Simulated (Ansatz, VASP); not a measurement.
BaTiO3 in VASP and in Ansatz

```
Ba Ti O
1.0
     3.95549    0.00000    0.00000
     0.00000    3.95549    0.00000
     0.00000    0.00000    4.04404
Ba Ti O
1 1 3
Direct
  0.50000 0.50000 0.58252
  0.00000 0.00000 0.09773
  0.00000 0.50000 0.06348
  0.50000 0.00000 0.06348
  0.00000 0.00000 0.55279
```

Alike in both runs: functional PBEsol; k mesh 8 × 8 × 8; occupations gaussian, width 0.02 eV; no spin polarisation.

Ansatz relaxed the structure, and its values are those at the end. VASP's run is a single point on that final structure, the one shown.

|  | VASP | Ansatz |
| --- | --- | --- |
| version | VASP 6.6.1 | Ansatz 0.2.0 |
| potentials or method | VASP PAW PBE potentials, release 64 (Ba_sv, Ti_sv, O), cutoff 520 eV | scalar-relativistic, plane waves, PAW |
| valence electrons in the cell | 40 | 40 |

Ansatz gave:

| Property | Result |
| --- | --- |
| gap on the k mesh at the Fermi level (eV) | 1.85 |
| least direct gap on the mesh (eV) | 2.22 |
| pressure (GPa) | 0.0 |
| rms of the force components (eV/Å) | 0.000 |

Problem. Which values does VASP return?

Solution. gap on the k mesh at the Fermi level (eV): 1.78; least direct gap on the mesh (eV): 2.19; pressure (GPa): 1.9; rms of the force components (eV/Å): 0.022.

VASP's potentials were made for PBE, not for PBEsol. With one functional, cell and mesh, what is left measures potentials, basis and numerics.

Neither program's run includes spin-orbit coupling.
